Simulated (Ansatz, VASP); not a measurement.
**Two plane-wave programs on SiC**

INCAR

```
PREC = Accurate
ENCUT = 520
EDIFF = 1E-7
ISMEAR = 0
SIGMA = 0.05
LREAL = False
LASPH = True
NELM = 80
ALGO = Normal
ISIF = 2
LWAVE = False
LCHARG = False
GGA = PS
NBANDS = 11
```

File KPOINTS:

```
regular mesh
0
Gamma
  12 12 12
```

File POSCAR:

```
SiC
1.0
    0.0000000000      2.2950204754      1.9507674041
    2.2950204754      0.0000000000      1.9507674041
    2.2950204754      2.2950204754      0.0000000000
Si C
1 1
Direct
    0.0000000000      0.0000000000      0.0000000000
    0.7500000000      0.7500000000      0.7500000000
```

Input for Ansatz:

```yaml
crystal:
  lattice:
    - [0.0, 2.2950204754, 1.9507674041]
    - [2.2950204754, 0.0, 1.9507674041]
    - [2.2950204754, 2.2950204754, 0.0]
  atoms:
    - { symbol: Si, position: [0.0, 0.0, 0.0] }
    - { symbol: C, position: [0.75, 0.75, 0.75] }
basis:
  ecutwfc: 420
kpoints:
  mp_grid: { grid: [12, 12, 12] }
hamiltonian:
  xc: pbesol
scf:
  occupations: { method: gaussian, width: 0.05 }
output:
  forces: true
  stress: true
  eigenvalues: true
```

Alike in both runs: task single point; functional PBEsol; k mesh 12 × 12 × 12; occupations gaussian, width 0.05 eV; no spin polarisation.

|  | VASP | Ansatz |
| --- | --- | --- |
| version | VASP 6.6.1 | Ansatz 0.2.0 |
| potentials or method | VASP PAW PBE potentials, release 64 (Si, C), cutoff 520 eV | scalar-relativistic, plane waves, PAW |
| valence electrons in the cell | 8 | 8 |

VASP gave:

* gap on the k mesh at the Fermi level (eV): none
* pressure (GPa): -0.5
* traceless stress, the component that is largest in VASP (GPa): 19.23

**Question.** Which values does Ansatz return?

**Answer.** gap on the k mesh at the Fermi level (eV): none; pressure (GPa): -0.9; traceless stress, the component that is largest in VASP (GPa): 19.24.

VASP's potentials were made for PBE, not for PBEsol. A gap of «none» marks a metal or a gap that the smearing closes.
